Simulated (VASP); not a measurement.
# Ta2N (P-31m) in VASP: notebook, part 2 of 2

VASP 6.6.1. The steps go on from the part before.

## 3. Single point, PBE

INCAR reads:

```
SYSTEM = Ta2N
PREC     = Accurate       ! precision mode
ENCUT    = 520            ! plane-wave cutoff, eV
EDIFF    = 1E-6           ! SCF threshold, eV
ISMEAR   = 0              ! smearing method
SIGMA    = 0.15           ! smearing width, eV
LREAL    = .False.        ! projectors in reciprocal space
LASPH    = .True.         ! aspherical terms in the spheres
NELM     = 100            ! most SCF steps
ALGO     = Normal         ! electronic algorithm
ISIF     = 2              ! what is computed and relaxed
LWAVE    = .False.        ! write WAVECAR
LCHARG   = .False.        ! write CHGCAR
GGA      = PE             ! functional
NBANDS   = 50             ! bands
```

KPOINTS reads:

```
regular mesh
0
Gamma
  9 9 8
  0 0 0
```

POSCAR reads:

```
Ta2N
1.0
    5.3869773103      0.0000000000      0.0000000000
   -2.6934886551      4.6652592004      0.0000000000
    0.0000000000      0.0000000000      4.8224220882
Ta N
6 3
Direct
    0.6670723593      0.6670723593      0.7528547364
    0.0000000000      0.3329276407      0.7528547364
    0.3329276407      0.0000000000      0.7528547364
    0.3329276407      0.3329276407      0.2471452636
    0.0000000000      0.6670723593      0.2471452636
    0.6670723593      0.0000000000      0.2471452636
    0.6666666667      0.3333333333      0.5000000000
    0.3333333333      0.6666666667      0.5000000000
    0.0000000000      0.0000000000      0.0000000000
```

Potentials or basis: VASP PAW PBE potentials, release 64 (Ta_pv, N).

Run with:

```bash
> cat potpaw_PBE.64/Ta_pv/POTCAR potpaw_PBE.64/N/POTCAR > POTCAR
> mpirun -np 1 vasp_std > vasp.out
```

OUTCAR:

```text
SYSTEM = Ta2N
   PREC = Accurate
   ENCUT = 520
   EDIFF = 1E-6
   ISMEAR = 0
   LREAL = .False.
   LASPH = .True.
   NELM = 100
   ISIF = 2
   GGA = PE

 ion  position               nearest neighbor table
   1  0.667  0.667  0.753-   9 2.15   8 2.17   7 2.17   5 2.98   6 2.98   4 2.99   5 3.03   6 3.03
                             4 3.03   3 3.11   2 3.11   3 3.11   2 3.11   2 3.11   3 3.11
   2  0.000  0.333  0.753-   9 2.15   7 2.17   8 2.17   4 2.98   6 2.98   5 2.99   4 3.03   6 3.03
                             5 3.03   3 3.11   1 3.11   1 3.11   3 3.11   1 3.11   3 3.11
   3  0.333  0.000  0.753-   9 2.15   8 2.17   7 2.17   4 2.98   5 2.98   6 2.99   4 3.03   5 3.03
                             6 3.03   2 3.11   1 3.11   1 3.11   2 3.11   2 3.11   1 3.11
   4  0.333  0.333  0.247-   9 2.15   7 2.17   8 2.17   2 2.98   3 2.98   1 2.99   2 3.03   3 3.03
                             1 3.03   6 3.11   5 3.11   6 3.11   5 3.11   5 3.11   6 3.11
   5  0.000  0.667  0.247-   9 2.15   8 2.17   7 2.17   1 2.98   3 2.98   2 2.99   1 3.03   3 3.03
                             2 3.03   6 3.11   4 3.11   4 3.11   6 3.11   4 3.11   6 3.11
   6  0.667  0.000  0.247-   9 2.15   7 2.17   8 2.17   1 2.98   2 2.98   3 2.99   1 3.03   2 3.03
                             3 3.03   5 3.11   4 3.11   4 3.11   5 3.11   5 3.11   4 3.11
   7  0.667  0.333  0.500-   2 2.17   6 2.17   3 2.17   5 2.17   4 2.17   1 2.17
   8  0.333  0.667  0.500-   5 2.17   3 2.17   6 2.17   2 2.17   1 2.17   4 2.17
   9  0.000  0.000  0.000-   3 2.15   6 2.15   5 2.15   2 2.15   1 2.15   4 2.15

  LATTYP: Found a hexagonal cell.
 ALAT       =     5.3869773103
 C/A-ratio  =     0.8952000000

  Lattice vectors:

 A1 = (   5.3869773103,   0.0000000000,   0.0000000000)
 A2 = (  -2.6934886551,   4.6652592004,   0.0000000000)
 A3 = (   0.0000000000,   0.0000000000,   4.8224220882)

Analysis of symmetry for initial positions (statically):
=====================================================================
 Subroutine PRICEL returns:
 Original cell was already a primitive cell.

 Routine SETGRP: Setting up the symmetry group for a
 hexagonal supercell.

 Subroutine GETGRP returns: Found 12 space group operations
 (whereof 12 operations were pure point group operations)
 out of a pool of 24 trial point group operations.
[... 154 lines left out ...]
   GGA     = PE    functional components
   LHFCALC =     F    Hartree Fock is set to
   AEXX    =    0.0000 exact exchange contribution
   IVDW    =     0    specifies the selected vdW correction
   LEPSILON=     F    determine dielectric tensor
   LRPA    =     F    only Hartree local field effects (RPA)
 non-spin polarized calculation
 Gauss-broadening in eV      SIGMA  =   0.15
  energy-cutoff  :      520.00
  volume of cell :      121.20
 maximum number of plane-waves:      3290
   NGX = 21   NGY = 21   NGZ = 17

 number of electron      80.9999997 magnetization

 Free energy of the ion-electron system (eV)
  ---------------------------------------------------
  ext. energy  EPLUGINS =         0.00000000
  ---------------------------------------------------
  free energy    TOTEN  =      -104.05957288 eV

  energy without entropy =     -104.02684601  energy(sigma->0) =     -104.04320944

 E-fermi :   7.4151     XC(G=0): -12.9021

 val. band max:        7.4084765217   @ k =  -0.2222  -0.4444   0.1250
 cond. band min:       7.4269169963   @ k =   0.1111   0.0000   0.0000
 fundamental gap:      0.0184404747
 Fermi energy:         7.4150973602

 k-point     1 :       0.0000    0.0000    0.0000
  band No.  band energies     occupation
      1     -28.3561      2.00000
      2     -27.9808      2.00000
      3     -27.8174      2.00000
      4     -27.8174      2.00000
      5     -27.7968      2.00000
      6     -27.7968      2.00000
[... 1261 lines left out ...]
     49      10.4820      0.00000
     50      10.5797      0.00000

 [... further k-points ...]
[... 5 lines left out ...]
  --------------------------------------------------------------------------------------
  -------------------------------------------------------------------------------------
  Total       -2.1948847     -2.1948847      6.3586523     -0.0000000      0.0000000      0.0000000
  in kB      -29.0159073    -29.0159073     84.0600258     -0.0000000      0.0000000      0.0000000
  external PRESSURE =       8.6760704 kB  Pullay stress =       0.0000000 kB

 VOLUME and BASIS-vectors are now :
 -----------------------------------------------------------------------------
  energy-cutoff  :      520.00
  volume of cell :      121.20
      direct lattice vectors                 reciprocal lattice vectors
     5.386977310  0.000000000  0.000000000     0.185632859  0.107175181  0.000000000
    -2.693488655  4.665259200  0.000000000     0.000000000  0.214350362  0.000000000
     0.000000000  0.000000000  4.822422088     0.000000000  0.000000000  0.207364677

 POSITION                                       TOTAL-FORCE (eV/Angst)
 -----------------------------------------------------------------------------------
      1.79675      3.11207      3.63058         0.018144      0.031426     -0.017554
     -0.89674      1.55319      3.63058         0.018144     -0.031426     -0.017554
      1.79347      0.00000      3.63058        -0.036287      0.000000     -0.017554
      0.89674      1.55319      1.19184        -0.018144     -0.031426      0.017554
     -1.79675      3.11207      1.19184        -0.018144      0.031426      0.017554
      3.59350      0.00000      1.19184         0.036287     -0.000000      0.017554
      2.69349      1.55509      2.41121        -0.000000      0.000000      0.000000
     -0.00000      3.11017      2.41121        -0.000000      0.000000      0.000000
      0.00000      0.00000      0.00000        -0.000000      0.000000      0.000000
 -----------------------------------------------------------------------------------
    total drift:                                0.000000      0.000000     -0.000000

  FREE ENERGIE OF THE ION-ELECTRON SYSTEM (eV)
  ---------------------------------------------------
  free  energy   TOTEN  =      -104.0595728824 eV

  energy  without entropy=     -104.0268460074  energy(sigma->0) =     -104.04320944
```

Run time: 14 min. Hardware: 1 thread of Intel Xeon 8259CL, shared host; peak memory 0.48 GiB.

Results:

| Property | Result |
| --- | --- |
| Free energy | -104.0596 eV |
| Pressure | 0.9 GPa |
| Largest force | 0.040 eV/Å |
| Band gap on the k mesh | zero (an odd number of electrons rules out a gap without spin polarisation) |

Forces in eV/Å, atoms in the order of the input:
```
Ta   0.018  0.031 -0.018
Ta   0.018 -0.031 -0.018
Ta  -0.036  0.000 -0.018
Ta  -0.018 -0.031  0.018
Ta  -0.018  0.031  0.018
Ta   0.036  0.000  0.018
N    0.000  0.000  0.000
N    0.000  0.000  0.000
N    0.000  0.000  0.000
```

Levels at points of the mesh, in eV from the Fermi level:
```tsv
k point	band 37	band 38	band 39	band 40	band 41	band 42	band 43	band 44	band 45	band 46
(0.00, 0.00, 0.00)	-1.54	-0.51	-0.51	-0.48	-0.17	-0.11	-0.11	0.39	0.39	1.61
(0.00, 0.00, 0.50)	-1.80	-1.62	-1.51	-1.51	-0.75	0.52	0.52	0.92	1.80	1.80
```

Caveat: spin-orbit coupling is left out, which moves the levels of the heavy elements.

## 4. Single point, PBE

This run uses another cell than the first one, of the same volume but with other edges.

INCAR reads:

```
SYSTEM = Ta2N
  PREC = Accurate
  ENCUT = 520
  EDIFF = 1E-6
  ISMEAR = 0
  SIGMA = 0.15
  LREAL = .False.
  LASPH = .True.
  NELM = 80
  ALGO = Normal
  ISIF = 2
  LWAVE = .False.
  LCHARG = .True.
  GGA = PE
  LELF = .True.
  LVHAR = .True.
  NBANDS = 50
```

KPOINTS is that of step 3.

POSCAR reads:

```
Ta2N
1.0
    5.1794057167      0.0000000000      0.0000000000
   -2.5897028583      4.4854969272      0.0000000000
    0.0000000000      0.0000000000      5.2166974379
Ta N
6 3
Direct
    0.6435499110      0.6435499110      0.7528547364
    0.0000000000      0.3564500890      0.7528547364
    0.3564500890      0.0000000000      0.7528547364
    0.3564500890      0.3564500890      0.2471452636
    0.0000000000      0.6435499110      0.2471452636
    0.6435499110      0.0000000000      0.2471452636
    0.6666666667      0.3333333333      0.5000000000
    0.3333333333      0.6666666667      0.5000000000
    0.0000000000      0.0000000000      0.0000000000
```

Run with:

```bash
> cat potpaw_PBE.64/Ta_pv/POTCAR potpaw_PBE.64/N/POTCAR > POTCAR
> mpirun -np 1 vasp_std > vasp.out
```

Run time: 4 min. Hardware: 1 thread of Intel Xeon 6975P-C (Granite Rapids), shared host; peak memory 0.49 GiB.

Results (log left out):

```
Free energy            : -102.7748 eV
Pressure               : 4.4 GPa
Largest force          : 3.110 eV/Å
Band gap on the k mesh : zero (an odd number of electrons rules out a gap without spin polarisation)
```

Forces in eV/Å, atoms in the order of the input:
```
Ta   1.475  2.554  0.988
Ta   1.475 -2.554  0.988
Ta  -2.949  0.000  0.988
Ta  -1.475 -2.554 -0.988
Ta  -1.475  2.554 -0.988
Ta   2.949  0.000 -0.988
N    0.000  0.000  0.000
N    0.000  0.000  0.000
N    0.000  0.000  0.000
```

Stress tensor (GPa, compression positive):
```
10.65  0.00  0.00
 0.00 10.65  0.00
 0.00  0.00 -8.07
```

Levels at points of the mesh, in eV from the Fermi level:
```csv
k point,band 38,band 39,band 40,band 41,band 42,band 43,band 44,band 45
"(0.00, 0.00, 0.00)",-1.37,-0.62,-0.45,-0.45,-0.24,-0.24,1.29,1.29
"(0.00, 0.00, 0.50)",-1.73,-1.04,-0.93,-0.93,0.50,0.66,0.66,1.99
```

Caveat: the cell stands under pressure; spin-orbit coupling is left out, which moves the levels of the heavy elements; forces of over 1 eV/Å act on the atoms, so gaps and moduli don't describe the material at rest.

## 5. Single point, PBE

This run uses another cell than the first one, of the same volume but with other edges.

INCAR reads:

```
SYSTEM = Ta2N
PREC = Accurate
ENCUT = 520
EDIFF = 1E-6
ISMEAR = 0
SIGMA = 0.15
LREAL = .FALSE.
LASPH = .TRUE.
NELM = 80
ALGO = Normal
ISIF = 2
LWAVE = .FALSE.
LCHARG = .TRUE.
GGA = PE
LELF = .TRUE.
LVHAR = .TRUE.
NBANDS = 50
```

KPOINTS reads:

```
regular mesh
0
G
  9 9 8
  0 0 0
```

POSCAR reads:

```
Ta2N
1.0
    5.1794057167      0.0000000000      0.0000000000
   -2.5897028583      4.4854969272      0.0000000000
    0.0000000000      0.0000000000      5.2166974379
Ta N
6 3
Direct
    0.6670723593      0.6670723593      0.7528547364
    0.0000000000      0.3329276407      0.7528547364
    0.3329276407      0.0000000000      0.7528547364
    0.3329276407      0.3329276407      0.2471452636
    0.0000000000      0.6670723593      0.2471452636
    0.6670723593      0.0000000000      0.2471452636
    0.6666666667      0.3333333333      0.5000000000
    0.3333333333      0.6666666667      0.5000000000
    0.0000000000      0.0000000000      0.0000000000
```

Potentials or basis: VASP PAW PBE potentials, release 64 (Ta_pv, N).

Run with:

```bash
> cat potpaw_PBE.64/Ta_pv/POTCAR potpaw_PBE.64/N/POTCAR > POTCAR
> mpirun -np 1 vasp_std > vasp.out
```

OUTCAR:

```text
SYSTEM = Ta2N
   PREC = Accurate
   ENCUT = 520
   EDIFF = 1E-6
   ISMEAR = 0
   LREAL = .FALSE.
   LASPH = .TRUE.
   NELM = 80
   ISIF = 2
   GGA = PE

 ion  position               nearest neighbor table
   1  0.667  0.667  0.753-   9 2.15   8 2.17   7 2.17   3 2.99   2 2.99   3 2.99   2 2.99   2 2.99
                             3 2.99   5 3.10   6 3.10   4 3.11   5 3.15   6 3.15   4 3.16
   2  0.000  0.333  0.753-   9 2.15   7 2.17   8 2.17   3 2.99   1 2.99   1 2.99   3 2.99   1 2.99
                             3 2.99   4 3.10   6 3.10   5 3.11   4 3.15   6 3.15   5 3.16
   3  0.333  0.000  0.753-   9 2.15   8 2.17   7 2.17   2 2.99   1 2.99   1 2.99   2 2.99   2 2.99
                             1 2.99   4 3.10   5 3.10   6 3.11   4 3.15   5 3.15   6 3.16
[... 1501 lines left out ...]
 -----------------------------------------------------------------------------
  energy-cutoff  :      520.00
  volume of cell :      121.20
      direct lattice vectors                 reciprocal lattice vectors
     5.179405717  0.000000000  0.000000000     0.193072344  0.111470370  0.000000000
    -2.589702858  4.485496927  0.000000000     0.000000000  0.222940739  0.000000000
     0.000000000  0.000000000  5.216697438     0.000000000  0.000000000  0.191692160

 POSITION                                       TOTAL-FORCE (eV/Angst)
 -----------------------------------------------------------------------------------
      1.72752      2.99215      3.92742        -0.069201     -0.119860      0.034240
     -0.86218      1.49335      3.92742        -0.069201      0.119860      0.034240
      1.72437      0.00000      3.92742         0.138402     -0.000000      0.034240
      0.86218      1.49335      1.28928         0.069201      0.119860     -0.034240
     -1.72752      2.99215      1.28928         0.069201     -0.119860     -0.034240
      3.45504      0.00000      1.28928        -0.138402     -0.000000     -0.034240
      2.58970      1.49517      2.60835         0.000000     -0.000000     -0.000000
     -0.00000      2.99033      2.60835         0.000000     -0.000000     -0.000000
      0.00000      0.00000      0.00000         0.000000     -0.000000     -0.000000
 -----------------------------------------------------------------------------------
    total drift:                                0.000000      0.000000     -0.000000

  FREE ENERGIE OF THE ION-ELECTRON SYSTEM (eV)
  ---------------------------------------------------
  free  energy   TOTEN  =      -103.8023159533 eV

  energy  without entropy=     -103.7629732475  energy(sigma->0) =     -103.78264460
```

OSZICAR:

```text
N       E                     dE             d eps       ncg     rms          rms(c)
DAV:   1     0.836406316804E+03    0.83641E+03   -0.44058E+04  8100   0.170E+03
DAV:   2    -0.518857568415E+02   -0.88829E+03   -0.85754E+03  8756   0.508E+02
DAV:   3    -0.112386996985E+03   -0.60501E+02   -0.58693E+02 10210   0.118E+02
DAV:   4    -0.113983461098E+03   -0.15965E+01   -0.15802E+01  9816   0.184E+01
DAV:   5    -0.114026507785E+03   -0.43047E-01   -0.42958E-01 10400   0.254E+00    0.479E+01
DAV:   6    -0.104540108007E+03    0.94864E+01   -0.56852E+01 10712   0.305E+01    0.224E+01
DAV:   7    -0.103922396855E+03    0.61771E+00   -0.32533E+00  9584   0.824E+00    0.107E+01
DAV:   8    -0.103826805548E+03    0.95591E-01   -0.76555E-01  9600   0.413E+00    0.109E+00
DAV:   9    -0.103802502921E+03    0.24303E-01   -0.15293E-01 10272   0.145E+00    0.429E-01
DAV:  10    -0.103802334885E+03    0.16804E-03   -0.12576E-02  9672   0.578E-01    0.131E-01
DAV:  11    -0.103802333642E+03    0.12429E-05   -0.13182E-03  9824   0.203E-01    0.504E-02
DAV:  12    -0.103802326146E+03    0.74960E-05   -0.49502E-04 10224   0.862E-02    0.216E-02
DAV:  13    -0.103802318183E+03    0.79633E-05   -0.83542E-05 10264   0.411E-02    0.111E-02
DAV:  14    -0.103802316608E+03    0.15748E-05   -0.12827E-05  8256   0.162E-02    0.409E-03
DAV:  15    -0.103802315953E+03    0.65448E-06   -0.71370E-07  5528   0.449E-03
   1 F= -.10380232E+03 E0= -.10378264E+03  d E =-.393427E-01
```

stdout:

```text
POSCAR found type information on POSCAR TaN
 POSCAR found :  2 types and       9 ions
 scaLAPACK will be used
 LDA part: xc-table for (Slater+PW92), standard interpolation
 POSCAR, INCAR and KPOINTS ok, starting setup
 FFT: planning ... GRIDC
 FFT: planning ... GRID_SOFT
 FFT: planning ... GRID
 WAVECAR not read
 entering main loop
```

It took 4 min on 1 thread of Intel Xeon 6975P-C (Granite Rapids), shared host; peak memory 0.48 GiB.

Results:

* Free energy: -103.8023 eV
* Pressure: 0.8 GPa
* Largest force: 0.143 eV/Å
* Band gap on the k mesh: zero (an odd number of electrons rules out a gap without spin polarisation)

Forces on the atoms (eV/Å):
```
Ta  -0.069 -0.120  0.034
Ta  -0.069  0.120  0.034
Ta   0.138  0.000  0.034
Ta   0.069  0.120 -0.034
Ta   0.069 -0.120 -0.034
Ta  -0.138  0.000 -0.034
N    0.000  0.000  0.000
N    0.000  0.000  0.000
N    0.000  0.000  0.000
```

Stress tensor (GPa, compression positive):
```
  7.07   0.00   0.00
  0.00   7.07   0.00
  0.00   0.00 -11.61
```

Caveat: spin-orbit coupling is left out, which moves the levels of the heavy elements.

## 6. Single point, PBE

This run uses another cell than the first one, of the same volume but with other edges.

Changes to INCAR since step 5:

```diff
@@ -3,3 +3,3 @@
 ENCUT = 520
-EDIFF = 1E-6
+EDIFF = 1E-7
 ISMEAR = 0
@@ -8,3 +8,3 @@
 LASPH = .TRUE.
-NELM = 80
+NELM = 60
 ALGO = Normal
```

KPOINTS reads:

```
Automatic mesh
0
G
  9 9 8
  0 0 0
```

Changes to POSCAR since step 5:

```diff
@@ -2,5 +2,5 @@
 1.0
-    5.1794057167      0.0000000000      0.0000000000
-   -2.5897028583      4.4854969272      0.0000000000
-    0.0000000000      0.0000000000      5.2166974379
+    5.3140726747      0.0000000000      0.0000000000
+   -2.6570363373      4.6021219338      0.0000000000
+    0.0000000000      0.0000000000      4.9556489437
 Ta N
```

Potentials or basis: VASP PAW PBE potentials, release 64 (Ta_pv, N).

Run with:

```bash
> cat potpaw_PBE.64/Ta_pv/POTCAR potpaw_PBE.64/N/POTCAR > POTCAR
> mpirun -np 1 vasp_std > vasp.out
```

Run time: 3.9 min. Hardware: 1 thread of Intel Xeon 6975P-C (Granite Rapids), shared host; peak memory 0.48 GiB.

It converged, with:

- Free energy: -104.1738 eV
- Pressure: 0.5 GPa
- Largest force: 0.024 eV/Å
- Band gap on the k mesh: zero (an odd number of electrons rules out a gap without spin polarisation)

Forces in eV/Å, atoms in the order of the input:
```
Ta  -0.004 -0.006  0.023
Ta  -0.004  0.006  0.023
Ta   0.007  0.000  0.023
Ta   0.004  0.006 -0.023
Ta   0.004 -0.006 -0.023
Ta  -0.007  0.000 -0.023
N    0.000  0.000  0.000
N    0.000  0.000  0.000
N    0.000  0.000  0.000
```

Levels at points of the mesh, in eV from the Fermi level:
| k point | band 37 | band 38 | band 39 | band 40 | band 41 | band 42 | band 43 | band 44 | band 45 | band 46 |
| --- | --- | --- | --- | --- | --- | --- | --- | --- | --- | --- |
| (0.00, 0.00, 0.00) | -1.66 | -0.78 | -0.47 | -0.47 | -0.36 | -0.10 | -0.10 | 0.70 | 0.70 | 1.69 |
| (0.00, 0.00, 0.50) | -1.74 | -1.74 | -1.38 | -1.38 | -0.94 | 0.61 | 0.61 | 0.83 | 2.03 | 2.03 |

Caveat: spin-orbit coupling is left out, which moves the levels of the heavy elements.

## 7. Summary

| cell | gap on the mesh (eV) | pressure (GPa) | largest force (eV/Å) |
| --- | --- | --- | --- |
| a = 5.387, b = 5.387, c = 4.822 Å, angles 90.0, 90.0, 120.0°, 9 atoms, atomic positions A | none | 6.5 | 3.67 |
| a = 5.387, b = 5.387, c = 4.822 Å, angles 90.0, 90.0, 120.0°, 9 atoms, atomic positions B | none | 0.9 | 0.04 |
| a = 5.179, b = 5.179, c = 5.217 Å, angles 90.0, 90.0, 120.0°, 9 atoms, atomic positions C | none | 4.4 | 3.11 |
| a = 5.179, b = 5.179, c = 5.217 Å, angles 90.0, 90.0, 120.0°, 9 atoms, atomic positions B | none | 0.8 | 0.14 |
| a = 5.314, b = 5.314, c = 4.956 Å, angles 90.0, 90.0, 120.0°, 9 atoms, atomic positions B | none | 0.5 | 0.02 |

Alike in all rows: task single point; level PBE; potentials or basis VASP PAW PBE potentials, release 64 (Ta_pv, N); no spin polarisation; k mesh 9 × 9 × 8; cutoff (eV) 520; smearing gaussian 0.15 eV.

Caveats: spin-orbit coupling is left out, which moves the levels of the heavy elements; the cell stands under pressure (at least some runs); forces of over 1 eV/Å act on the atoms, so gaps and moduli don't describe the material at rest (at least some runs).

Total energies depend on the potentials used, so only differences within one code and one set of settings carry meaning.
